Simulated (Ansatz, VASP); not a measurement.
## CdRe5Br: VASP beside Ansatz

```
Cd Re Br
1.0
     4.22674    0.00000    0.00000
     0.00000    4.22674    0.00000
     0.00000    0.00000    6.45162
Cd Re Br
1 5 1
Direct
  0.50000 0.50000 0.00000
  0.00000 0.50000 0.28615
  0.00000 0.50000 0.71385
  0.50000 0.00000 0.28615
  0.50000 0.00000 0.71385
  0.00000 0.00000 0.00000
  0.00000 0.00000 0.50000
```

Change from the starting cell: species swapped into the HgPPt5 type (P4/mmm, No. 123).

Alike in both runs: functional PBE; k mesh 4 × 4 × 2; occupations gaussian, width 0.1 eV; collinear spin.

Ansatz relaxed the structure, and its values are those at the end. VASP's run is a single point on that final structure, the one shown.

|  | VASP | Ansatz |
| --- | --- | --- |
| version | VASP 6.6.1 | Ansatz 0.2.0 |
| potentials or method | VASP PAW PBE potentials, release 64 (Cd, Re, Br), cutoff 520 eV | scalar-relativistic, plane waves, PAW |
| valence electrons in the cell | 54 | 102 |

Ansatz gave:

```
gap on the k mesh at the Fermi level (eV) : none
pressure (GPa)                            : 0.0
rms of the force components (eV/Å)        : 0.008
net moment per atom (μB)                  : 0.00
```

Question: Which values does VASP return?

Answer: gap on the k mesh at the Fermi level (eV): none; pressure (GPa): 0.5; rms of the force components (eV/Å): 0.005; net moment per atom (μB): 0.00.

A gap of «none» marks a metal or a gap that the smearing closes. VASP's potentials hold 54 valence electrons a cell and Ansatz's 102, so a difference there can come from the potentials and not from the codes. Ansatz's warnings: seeded moment not kept.

The k mesh is coarse, so the values compare programs but aren't converged. Neither program's run includes spin-orbit coupling.
